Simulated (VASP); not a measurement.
# TiO (P-62m) in VASP: notebook

TiO is run at these levels: r2SCAN; tasks: single point.

All numbers are computed with VASP 6.6.1; they aren't measurements. Logs are shortened: lines on timing, memory, paths and dates and some standing lists are left out, and cuts for length are marked.

## Step 1: The cell of the first run

The structure is hexagonal, space group P-62m (No. 189). Conventional cell: a = 4.876 Å, b = 4.876 Å, c = 2.810 Å, α = 90.00°, β = 90.00°, γ = 120.00°. Ti (site symmetry -6) has 6 O at 2.05 Å within 2.7 Å. Ti (site symmetry -62m) has 3 O at 1.93 Å within 2.6 Å. O (site symmetry m2m) has 5 Ti at 1.93 to 2.05 Å and 4 O at 2.59 Å within 2.6 Å.

## Step 2: Single point, r2SCAN (volume scaled by 0.94, then relaxed in part)

Contents of POSCAR:

```
TiO
1.0
    4.8760635752      0.0000000000      0.0000000000
   -2.4380317876      4.2227949266      0.0000000000
    0.0000000000      0.0000000000      2.8096784156
Ti O
3 3
Direct
    0.6666666667      0.3333333333      0.5000000000
    0.3333333333      0.6666666667      0.5000000000
    0.0000000000      0.0000000000      0.0000000000
    0.6032353215      0.6032353215      0.0000000000
    0.3967646785      0.0000000000      0.0000000000
    0.0000000000      0.3967646785      0.0000000000
```

Contents of INCAR.step1:

```
PREC = Accurate
ENCUT = 520
ISMEAR = 0
SIGMA = 0.1
LREAL = False
LASPH = True
NELM = 60
NBANDS = 36
GGA = PE
ALGO = Normal
EDIFF = 1E-4
LWAVE = True
LCHARG = False
```

Contents of INCAR.step2:

```
PREC = Accurate
ENCUT = 520
EDIFF = 1E-7
ISMEAR = 0
SIGMA = 0.1
LREAL = False
LASPH = True
NELM = 60
ALGO = Normal
ISIF = 2
LWAVE = False
LCHARG = False
METAGGA = R2SCAN
LMIXTAU = True
NBANDS = 36
ISTART = 1
```

Contents of KPOINTS:

```
Automatic mesh
0
Gamma
  12 12 12
```

Potentials or basis: VASP PAW PBE potentials, release 64 (Ti_sv, O).

Command:

```
$ cat potpaw_PBE.64/Ti_sv/POTCAR potpaw_PBE.64/O/POTCAR > POTCAR
$ cp INCAR.step1 INCAR
$ mpirun -np 1 vasp_std > vasp.out
$ cp INCAR.step2 INCAR
$ mpirun -np 1 vasp_std > vasp.out
```

OUTCAR:

```text
PREC = Accurate
   ENCUT = 520
   EDIFF = 1E-7
   ISMEAR = 0
   LREAL = False
   LASPH = True
   NELM = 60
   ISIF = 2
   METAGGA = R2SCAN
   ISTART = 1

 ion  position               nearest neighbor table
   1  0.667  0.333  0.500-   6 2.05   6 2.05   5 2.05   5 2.05   4 2.05   4 2.05   2 2.82   2 2.82
                             2 2.82
   2  0.333  0.667  0.500-   5 2.05   5 2.05   6 2.05   6 2.05   4 2.05   4 2.05   1 2.82   1 2.82
                             1 2.82
   3  0.000  0.000  0.000-   5 1.93   4 1.93   6 1.93
   4  0.603  0.603  0.000-   3 1.93   2 2.05   2 2.05   1 2.05   1 2.05
   5  0.397  0.000  0.000-   3 1.93   2 2.05   2 2.05   1 2.05   1 2.05
   6  0.000  0.397  0.000-   3 1.93   1 2.05   1 2.05   2 2.05   2 2.05

  LATTYP: Found a hexagonal cell.
 ALAT       =     4.8760635752
 C/A-ratio  =     0.5762185772

  Lattice vectors:

 A1 = (   4.8760635752,   0.0000000000,   0.0000000000)
 A2 = (  -2.4380317876,   4.2227949266,   0.0000000000)
 A3 = (   0.0000000000,   0.0000000000,   2.8096784156)

Analysis of symmetry for initial positions (statically):
=====================================================================
 Subroutine PRICEL returns:
 Original cell was already a primitive cell.

 Routine SETGRP: Setting up the symmetry group for a
 hexagonal supercell.

 Subroutine GETGRP returns: Found 12 space group operations
 (whereof 12 operations were pure point group operations)
 out of a pool of 24 trial point group operations.

The static configuration has the point symmetry D_3h.

Analysis of symmetry for dynamics (positions and initial velocities):
=====================================================================
 Subroutine PRICEL returns:
 Original cell was already a primitive cell.

 Routine SETGRP: Setting up the symmetry group for a
 hexagonal supercell.

 Subroutine GETGRP returns: Found 12 space group operations
 (whereof 12 operations were pure point group operations)
 out of a pool of 24 trial point group operations.

The dynamic configuration has the point symmetry D_3h.

 Subroutine INISYM returns: Found 12 space group operations
 (whereof 12 operations are pure point group operations),
 and found     1 'primitive' translations

----------------------------------------------------------------------------------------

                                     Primitive cell

  volume of cell :      57.8530

  direct lattice vectors                    reciprocal lattice vectors
     4.876063575  0.000000000  0.000000000     0.205083462  0.118404992  0.000000000
    -2.438031788  4.222794927  0.000000000     0.000000000  0.236809984  0.000000000
     0.000000000  0.000000000  2.809678416     0.000000000  0.000000000  0.355912618

  length of vectors
     4.876063575  4.876063575  2.809678416     0.236809984  0.236809984  0.355912618

  position of ions in fractional coordinates (direct lattice)
     0.666666667  0.333333333  0.500000000
     0.333333333  0.666666667  0.500000000
     0.000000000  0.000000000  0.000000000
     0.603235322  0.603235322  0.000000000
     0.396764678  0.000000000  0.000000000
     0.000000000  0.396764678  0.000000000

  ion indices of the primitive-cell ions
   primitive index   ion index
                 1           1
                 2           2
                 3           3
                 4           4
                 5           5
                 6           6

----------------------------------------------------------------------------------------

 KPOINTS: Automatic mesh

Automatic generation of k-mesh.
 Grid dimensions read from file:
 generate k-points for:   12   12   12

 Generating k-lattice:

  Cartesian coordinates                     Fractional coordinates (reciprocal lattice)
     0.017090289  0.009867083  0.000000000     0.083333333 -0.000000000  0.000000000
     0.000000000  0.019734165  0.000000000     0.000000000  0.083333333  0.000000000
     0.000000000  0.000000000  0.029659385     0.000000000  0.000000000  0.083333333

  Length of vectors
     0.019734165  0.019734165  0.029659385

  Shift w.r.t. Gamma in fractional coordinates (k-lattice)
     0.000000000  0.000000000  0.000000000

 Subroutine IBZKPT returns following result:
 ===========================================

 Found    133 irreducible k-points:

 Following reciprocal coordinates:
            Coordinates               Weight
  0.000000  0.000000  0.000000      1.000000
  0.083333  0.000000  0.000000      6.000000
  0.166667  0.000000  0.000000      6.000000
  0.250000  0.000000  0.000000      6.000000
  0.333333  0.000000  0.000000      6.000000
  0.416667 -0.000000  0.000000      6.000000
[... 16 lines left out ...]
  0.250000  0.000000  0.083333     12.000000
  0.333333  0.000000  0.083333     12.000000
 [... further k-points ...]
   k-points           NKPTS =    133   k-points in BZ     NKDIM =    133   number of bands    NBANDS=     36
   number of dos      NEDOS =    301   number of ions     NIONS =      6
   total plane-waves  NPLWV =  31104
   dimension x,y,z NGX =    36 NGY =   36 NGZ =   24
   dimension x,y,z NGXF=    72 NGYF=   72 NGZF=   48
   ions per type =               3   3
   NGX,Y,Z   is equivalent  to a cutoff of  12.27, 12.27, 14.20 a.u.
   NGXF,Y,Z  is equivalent  to a cutoff of  24.55, 24.55, 28.40 a.u.
 SYSTEM =  unknown system
   PREC   = accura    normal or accurate (medium, high low for compatibility)
   ISTART =      1    job   : 0-new  1-cont  2-samecut
   ICHARG =      0    charge: 1-file 2-atom 10-const
   ISPIN  =      1    spin polarized calculation?
   LNONCOLLINEAR =      F non collinear calculations
   LSORBIT =      F    spin-orbit coupling
   LASPH  =      T    aspherical Exc in radial PAW
   ENCUT  =  520.0 eV  38.22 Ry    6.18 a.u.   9.07  9.07  5.22*2*pi/ulx,y,z
   NELM   =     60;   NELMIN=  2; NELMDL=  0     # of ELM steps
   EDIFF  = 0.1E-06   stopping-criterion for ELM
   LREAL  =      F    real-space projection
   EDIFFG = 0.1E-05   stopping-criterion for IOM
   NSW    =      0    number of steps for IOM
   IBRION =     -1    ionic relax: 0-MD 1-quasi-New 2-CG
   NFREE  =      0    steps in history (QN), initial steepest desc. (CG)
   ISIF   =      2    stress and relaxation
   ISYM   =      2    0-nonsym 1-usesym 2-fastsym
   POTIM  = 0.5000    time-step for ionic-motion
   TEBEG  =    0.0;   TEEND  =   0.0 temperature during run
   PSTRESS=    0.0 pullay stress
   NELECT =      54.0000    total number of electrons
   NUPDOWN=      -1.0000    fix difference up-down
   EMIN   =  10.00;   EMAX   =-10.00  energy-range for DOS
   EFERMI =   0.00;   METHOD = LEGACY
   ISMEAR =     0;   SIGMA  =   0.10  broadening in eV -4-tet -1-fermi 0-gaus
   EFERMI_NEDOS =   21; number of points for ismear=-14 and -15
   IALGO  =     38    algorithm
   IMIX   =      4    mixing-type and parameters
     AMIX     =   0.40;   BMIX     =  1.00
     AMIX_MAG =   1.60;   BMIX_MAG =  1.00
  volume/ion in A,a.u.               =       9.64        65.07
  Fermi-wavevector in a.u.,A,eV,Ry     =   1.599917  3.023405 34.827297  2.559734
  Thomas-Fermi vector in A             =   2.697135
   LORBIT       =      0    0 simple, 1 ext, 2 COOP (PROOUT), +10 PAW based schemes
   METAGGA = R2SCAN    functional components
   LHFCALC =     F    Hartree Fock is set to
   AEXX    =    0.0000 exact exchange contribution
   IVDW    =     0    specifies the selected vdW correction
   LEPSILON=     F    determine dielectric tensor
   LRPA    =     F    only Hartree local field effects (RPA)
 non-spin polarized calculation
 Gauss-broadening in eV      SIGMA  =   0.10
  energy-cutoff  :      520.00
  volume of cell :       57.85
 maximum number of plane-waves:      1582
   NGX = 19   NGY = 19   NGZ = 11

 number of electron      53.9999979 magnetization

 Free energy of the ion-electron system (eV)
  ---------------------------------------------------
  ext. energy  EPLUGINS =         0.00000000
  ---------------------------------------------------
  free energy    TOTEN  =       -73.41985334 eV

  energy without entropy =      -73.41697748  energy(sigma->0) =      -73.41841541

 E-fermi :  11.7404     XC(G=0): -13.7054

 val. band max:       11.7361215890   @ k =   0.1667   0.0000   0.0833
 cond. band min:      11.7449126110   @ k =   0.0833   0.0833   0.1667
 fundamental gap:      0.0087910220
 Fermi energy:        11.7403982942

 k-point     1 :       0.0000    0.0000    0.0000
  band No.  band energies     occupation
      1     -48.9758      2.00000
      2     -48.8667      2.00000
      3     -48.3774      2.00000
      4     -24.5077      2.00000
      5     -24.5077      2.00000
      6     -24.1270      2.00000
[... 28 lines left out ...]
     35      13.8091      0.00000
     36      14.2299      0.00000

 k-point     2 :       0.0833    0.0000    0.0000
  band No.  band energies     occupation
      1     -48.9741      2.00000
      2     -48.8683      2.00000
      3     -48.3776      2.00000
      4     -24.5155      2.00000
      5     -24.5077      2.00000
      6     -24.1163      2.00000
[... 28 lines left out ...]
     35      13.8299      0.00000
     36      14.3370      0.00000

 k-point     3 :       0.1667    0.0000    0.0000
  band No.  band energies     occupation
      1     -48.9690      2.00000
      2     -48.8730      2.00000
      3     -48.3781      2.00000
      4     -24.5353      2.00000
      5     -24.5034      2.00000
      6     -24.0921      2.00000
[... 28 lines left out ...]
     35      13.8893      0.00000
     36      14.5902      0.00000
[... 742 lines left out ...]
 k-point    23 :       0.2500    0.0000    0.0833
  band No.  band energies     occupation
      1     -48.9560      2.00000
      2     -48.8757      2.00000
      3     -48.3747      2.00000
      4     -24.5446      2.00000
      5     -24.4730      2.00000
      6     -24.1095      2.00000
[... 28 lines left out ...]
     35      13.9047      0.00000
     36      14.3540      0.00000

 k-point    24 :       0.3333    0.0000    0.0833
  band No.  band energies     occupation
      1     -48.9465      2.00000
      2     -48.8847      2.00000
      3     -48.3754      2.00000
      4     -24.5660      2.00000
      5     -24.4403      2.00000
      6     -24.1242      2.00000
[... 28 lines left out ...]
     35      13.9919      0.00000
     36      14.2097      0.00000

 [... further k-points ...]

------------------------ aborting loop because EDIFF is reached ----------------------------------------

  FORCE on cell =-STRESS in cart. coord.  units (eV):
  Direction    XX          YY          ZZ          XY          YZ          ZX
  --------------------------------------------------------------------------------------
  -------------------------------------------------------------------------------------
  Total        6.6708100      6.6708100      6.6965767      0.0000000     -0.0000000      0.0000000
  in kB      184.7409556    184.7409556    185.4545364      0.0000000     -0.0000000      0.0000000
  external PRESSURE =     184.9788159 kB  Pullay stress =       0.0000000 kB

 VOLUME and BASIS-vectors are now :
 -----------------------------------------------------------------------------
  energy-cutoff  :      520.00
  volume of cell :       57.85
      direct lattice vectors                 reciprocal lattice vectors
     4.876063575  0.000000000  0.000000000     0.205083462  0.118404992  0.000000000
    -2.438031788  4.222794927  0.000000000     0.000000000  0.236809984  0.000000000
     0.000000000  0.000000000  2.809678416     0.000000000  0.000000000  0.355912618

 POSITION                                       TOTAL-FORCE (eV/Angst)
 -----------------------------------------------------------------------------------
      2.43803      1.40760      1.40484         0.000000     -0.000000      0.000000
     -0.00000      2.81520      1.40484         0.000000     -0.000000      0.000000
      0.00000      0.00000      0.00000         0.000000     -0.000000      0.000000
      1.47071      2.54734      0.00000        -0.014352     -0.024859      0.000000
      1.93465      0.00000      0.00000         0.028704     -0.000000     -0.000000
     -0.96732      1.67546      0.00000        -0.014352      0.024859      0.000000
 -----------------------------------------------------------------------------------
    total drift:                               -0.000001     -0.000001     -0.000001

  FREE ENERGIE OF THE ION-ELECTRON SYSTEM (eV)
  ---------------------------------------------------
  free  energy   TOTEN  =       -73.4198533355 eV

  energy  without entropy=      -73.4169774767  energy(sigma->0) =      -73.41841541
```

It took 17 min on 1 thread of AMD EPYC 9R45 (Zen 5), shared host; peak memory 0.3 GiB.

Results:

```
Free energy            : -73.4199 eV
Pressure               : 18.5 GPa
Largest force          : 0.029 eV/Å
Band gap on the k mesh : zero (band 27 reaches 12.27 eV, above the bottom of band 28 at 10.80 eV)
```

Forces on the atoms (eV/Å):
```
Ti   0.000  0.000  0.000
Ti   0.000  0.000  0.000
Ti   0.000  0.000  0.000
O   -0.014 -0.025  0.000
O    0.029  0.000  0.000
O   -0.014  0.025  0.000
```

Caveat: the PAW data sets were made with another functional, which shifts forces and pressure a little; semilocal functionals often make such compounds metallic where correlation or magnetic order opens a gap, which also shifts bond lengths.

## Step 3: Single point, r2SCAN (volume scaled by 0.97, then relaxed in part)

Contents of POSCAR:

```
TiO
1.0
    4.9288465803      0.0000000000      0.0000000000
   -2.4644232902      4.2685063498      0.0000000000
    0.0000000000      0.0000000000      2.8375832665
Ti O
3 3
Direct
    0.6666666667      0.3333333333      0.5000000000
    0.3333333333      0.6666666667      0.5000000000
    0.0000000000      0.0000000000      0.0000000000
    0.6045051561      0.6045051561      0.0000000000
    0.3954948439      0.0000000000      0.0000000000
    0.0000000000      0.3954948439      0.0000000000
```

Contents of INCAR.step1:

```
  PREC = Accurate
  ENCUT = 520
  ISMEAR = 0
  SIGMA = 0.1
  LREAL = False
  LASPH = True
  NELM = 60
  NBANDS = 36
  GGA = PE
  ALGO = Normal
  EDIFF = 1E-4
  LWAVE = True
  LCHARG = False
```

Contents of INCAR.step2:

```
  PREC = Accurate
  ENCUT = 520
  EDIFF = 1E-7
  ISMEAR = 0
  SIGMA = 0.1
  LREAL = False
  LASPH = True
  NELM = 60
  ALGO = Normal
  ISIF = 2
  LWAVE = False
  LCHARG = False
  METAGGA = R2SCAN
  LMIXTAU = True
  NBANDS = 36
  ISTART = 1
```

KPOINTS is that of step 2.

Potentials or basis: VASP PAW PBE potentials, release 64 (Ti_sv, O).

Command:

```
$ cat potpaw_PBE.64/Ti_sv/POTCAR potpaw_PBE.64/O/POTCAR > POTCAR
$ cp INCAR.step1 INCAR
$ mpirun -np 1 vasp_std > vasp.out
$ cp INCAR.step2 INCAR
$ mpirun -np 1 vasp_std > vasp.out
```

OUTCAR:

```text
PREC = Accurate
   ENCUT = 520
   EDIFF = 1E-7
   ISMEAR = 0
   LREAL = False
   LASPH = True
   NELM = 60
   ISIF = 2
   METAGGA = R2SCAN
   ISTART = 1

 ion  position               nearest neighbor table
   1  0.667  0.333  0.500-   6 2.07   6 2.07   5 2.07   5 2.07   4 2.07   4 2.07   2 2.85   2 2.85
                             2 2.85
   2  0.333  0.667  0.500-   5 2.07   5 2.07   6 2.07   6 2.07   4 2.07   4 2.07   1 2.85   1 2.85
                             1 2.85
   3  0.000  0.000  0.000-   4 1.95   6 1.95   5 1.95
   4  0.605  0.605  0.000-   3 1.95   1 2.07   1 2.07   2 2.07   2 2.07
   5  0.395  0.000  0.000-   3 1.95   2 2.07   2 2.07   1 2.07   1 2.07
   6  0.000  0.395  0.000-   3 1.95   1 2.07   1 2.07   2 2.07   2 2.07

  LATTYP: Found a hexagonal cell.
 ALAT       =     4.9288465803
 C/A-ratio  =     0.5757093917

  Lattice vectors:

 A1 = (   4.9288465803,   0.0000000000,   0.0000000000)
 A2 = (  -2.4644232902,   4.2685063498,   0.0000000000)
 A3 = (   0.0000000000,   0.0000000000,   2.8375832665)

Analysis of symmetry for initial positions (statically):
=====================================================================
[... 186 lines left out ...]
 Fermi energy:        11.2896218795

 k-point     1 :       0.0000    0.0000    0.0000
  band No.  band energies     occupation
      1     -49.4348      2.00000
      2     -49.3401      2.00000
      3     -48.8642      2.00000
      4     -24.9183      2.00000
      5     -24.9183      2.00000
      6     -24.5767      2.00000
[... 925 lines left out ...]
     35      13.4534      0.00000
     36      13.6721      0.00000

 [... further k-points ...]

------------------------ aborting loop because EDIFF is reached ----------------------------------------

  FORCE on cell =-STRESS in cart. coord.  units (eV):
  Direction    XX          YY          ZZ          XY          YZ          ZX
  --------------------------------------------------------------------------------------
  -------------------------------------------------------------------------------------
  Total        3.4897884      3.4897884      3.5069713     -0.0000000     -0.0000000      0.0000000
  in kB       93.6569120     93.6569120     94.1180546     -0.0000000     -0.0000000      0.0000000
  external PRESSURE =      93.8106262 kB  Pullay stress =       0.0000000 kB

 VOLUME and BASIS-vectors are now :
 -----------------------------------------------------------------------------
  energy-cutoff  :      520.00
  volume of cell :       59.70
      direct lattice vectors                 reciprocal lattice vectors
     4.928846580  0.000000000  0.000000000     0.202887224  0.117136993  0.000000000
    -2.464423290  4.268506350  0.000000000     0.000000000  0.234273987  0.000000000
     0.000000000  0.000000000  2.837583266     0.000000000  0.000000000  0.352412566

 POSITION                                       TOTAL-FORCE (eV/Angst)
 -----------------------------------------------------------------------------------
      2.46442      1.42284      1.41879        -0.000000     -0.000000      0.000000
     -0.00000      2.84567      1.41879        -0.000000     -0.000000      0.000000
      0.00000      0.00000      0.00000        -0.000000     -0.000000      0.000000
      1.48976      2.58033      0.00000        -0.014120     -0.024457      0.000000
      1.94933      0.00000      0.00000         0.028241     -0.000000      0.000000
     -0.97467      1.68817      0.00000        -0.014120      0.024457     -0.000000
 -----------------------------------------------------------------------------------
    total drift:                               -0.000002     -0.000003      0.000001

  FREE ENERGIE OF THE ION-ELECTRON SYSTEM (eV)
  ---------------------------------------------------
  free  energy   TOTEN  =       -73.5817347189 eV

  energy  without entropy=      -73.5787601014  energy(sigma->0) =      -73.58024741
```

Run time: 21 min. Hardware: 1 thread of AMD EPYC 9R45 (Zen 5), shared host; peak memory 0.32 GiB.

Results:

| Property | Result |
| --- | --- |
| Free energy | -73.5817 eV |
| Pressure | 9.4 GPa |
| Largest force | 0.028 eV/Å |
| Band gap on the k mesh | zero (band 27 reaches 11.81 eV, above the bottom of band 28 at 10.39 eV) |

Forces in eV/Å, atoms in the order of the input:
```
Ti   0.000  0.000  0.000
Ti   0.000  0.000  0.000
Ti   0.000  0.000  0.000
O   -0.014 -0.024  0.000
O    0.028  0.000  0.000
O   -0.014  0.024  0.000
```

Levels at points of the mesh, in eV from the Fermi level:
```csv
k point,band 25,band 26,band 27,band 28,band 29,band 30
"(0.00, 0.00, 0.00)",-3.79,-0.93,-0.90,-0.90,0.49,0.49
"(0.50, 0.00, 0.00)",-2.85,-2.23,-1.90,0.46,1.15,1.23
"(0.00, 0.00, 0.50)",-2.16,-2.16,0.52,1.29,1.29,1.30
"(0.50, 0.00, 0.50)",-2.21,-1.62,-0.63,0.54,0.88,1.68
```

Caveat: the PAW data sets were made with another functional, which shifts forces and pressure a little; semilocal functionals often make such compounds metallic where correlation or magnetic order opens a gap, which also shifts bond lengths.
